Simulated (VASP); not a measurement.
Here is a VASP 6.6.1 calculation.

File INCAR:

```
SYSTEM = Mg15GaO16
PREC = Accurate
ENCUT = 520
EDIFF = 1E-7
ISMEAR = -1
SIGMA = 0.05
LREAL = Auto
LASPH = .True.
NELM = 120
ALGO = Normal
ISIF = 2
LWAVE = .False.
LCHARG = .False.
GGA = PS
IBRION = 2
NSW = 100
EDIFFG = -0.03
ISYM = -1
GGA_COMPAT = .False.
NELMIN = 4
```

The input KPOINTS:

```
explicit points
1
Reciprocal
  0.25000000   0.25000000   0.25000000 1
```

The input POSCAR:

```
Mg15GaO16
1.0
    8.4288080000      0.0000000000      0.0000000000
    0.0000000000      8.4288080000      0.0000000000
    0.0000000000      0.0000000000      8.4288080000
O Ga Mg
32 2 30
Direct
    0.2491290000      0.9972160000      0.9968450000
    0.2487450000      0.9984370000      0.5031870000
    0.2486010000      0.5004050000      0.9968100000
    0.2529930000      0.4980310000      0.5024130000
    0.7531280000      0.0002120000      0.9969580000
    0.7475350000      0.0017840000      0.4946280000
    0.7484980000      0.5009620000      0.0002270000
    0.7506640000      0.4969520000      0.5022950000
    0.9994170000      0.2529090000      0.0024350000
    0.9993660000      0.2542670000      0.4987840000
    0.0014770000      0.7460250000      0.0007780000
    0.0025810000      0.7532820000      0.5001140000
    0.5006030000      0.2501200000      0.9987410000
    0.5006150000      0.2535000000      0.5011290000
    0.4984600000      0.7493760000      0.0000210000
    0.5029130000      0.7497610000      0.4992930000
    0.0010730000      0.9974780000      0.2488330000
    0.9976290000      0.9987360000      0.7508780000
    0.0033480000      0.5022740000      0.2514710000
    0.9980030000      0.4968410000      0.7517160000
    0.5014150000      0.0012850000      0.2500050000
    0.5004990000      0.0034890000      0.7487280000
    0.5014970000      0.5013990000      0.2505080000
    0.5006870000      0.4974760000      0.7472810000
    0.2484640000      0.2469700000      0.2501660000
    0.2493770000      0.2512200000      0.7444740000
    0.2492440000      0.7553900000      0.2503330000
    0.2506690000      0.7487050000      0.7456800000
    0.7502360000      0.2459310000      0.2450790000
    0.7481490000      0.2515080000      0.7527180000
    0.7525410000      0.7543160000      0.2512400000
    0.7482990000      0.7516480000      0.7543560000
    0.0006710000      0.9978650000      0.0029290000
    0.4991970000      0.5034210000      0.5023660000
    0.9968650000      0.0019310000      0.5003120000
    0.0065190000      0.4976500000      0.0005690000
    0.9994500000      0.4980070000      0.5002730000
    0.5001810000      0.0027240000      0.0020770000
    0.4980400000      0.0050660000      0.4978650000
    0.5000200000      0.4978860000      0.0024940000
    0.2508670000      0.2475140000      0.0010310000
    0.2503440000      0.2520900000      0.4990660000
    0.2531670000      0.7563850000      0.0007120000
    0.2459930000      0.7507540000      0.5002220000
    0.7509030000      0.2481450000      0.0015940000
    0.7497580000      0.2486970000      0.5006260000
    0.7493820000      0.7462980000      0.0047150000
    0.7476910000      0.7512390000      0.4963270000
    0.2497970000      0.0018760000      0.2494600000
    0.2477630000      0.9954730000      0.7518780000
    0.2462160000      0.4951800000      0.2490970000
    0.2488940000      0.5021230000      0.7460170000
    0.7500140000      0.9986740000      0.2552970000
    0.7508980000      0.9999280000      0.7485400000
    0.7529440000      0.4953320000      0.2491390000
    0.7525090000      0.4993360000      0.7553430000
    0.9962830000      0.2508490000      0.2494680000
    0.9961580000      0.2503800000      0.7517120000
    0.0029950000      0.7500080000      0.2469970000
    0.0028520000      0.7508450000      0.7480620000
    0.4964770000      0.2529600000      0.2518470000
    0.5037270000      0.2540720000      0.7460990000
    0.5002450000      0.7513160000      0.2499200000
    0.4994890000      0.7498920000      0.7548280000
```

Potentials or basis: VASP PAW PBE potentials, release 64 (O, Ga_d, Mg).

Launch:

```console
$ cat potpaw_PBE.64/O/POTCAR potpaw_PBE.64/Ga_d/POTCAR potpaw_PBE.64/Mg/POTCAR > POTCAR
$ mpirun -np 1 vasp_std > vasp.out
```

Q: What does it give for the energy gained by relaxing?

A: 18.0 meV/atom.

Q: What does it give for the band gap on the k mesh?

A: 1.47 eV.

Step by step:
```
step  energy change (eV)  largest force (eV/Å)  pressure (GPa)
   1              0.0000                0.9014            3.50
   2             -0.4802                0.5951            3.11
   3             -0.5053                0.5821            3.06
   4             -0.6256                0.3188            2.93
   5             -0.6377                0.2104            2.89
   6             -0.6771                0.3262            2.86
   7             -0.7689                0.7647            2.83
   8             -0.5069                1.1958            3.16
   9             -0.7803                0.8700            2.83
  10             -0.7851                1.0067            2.85
  11             -0.7907                1.0184            2.85
  12             -0.8057                1.0445            2.86
  13             -0.8228                1.0497            2.89
  14             -0.8434                1.0184            2.89
  15             -0.9008                0.9219            2.88
  16             -0.9930                0.7027            2.89
  17             -1.0803                0.2974            2.97
  18             -1.0817                0.3228            2.99
  19             -1.0991                0.2741            2.99
  20             -1.1322                0.1274            2.99
  21             -1.1128                0.2604            3.04
  22             -1.1383                0.0984            3.00
  23             -1.1422                0.0725            2.99
  24             -1.1471                0.0977            2.99
  25             -1.1489                0.0313            2.98
  26             -1.1495                0.0586            2.98
  27             -1.1499                0.0149            2.98
```

Caveat: the PAW data sets were made with another functional, which shifts forces and pressure a little.
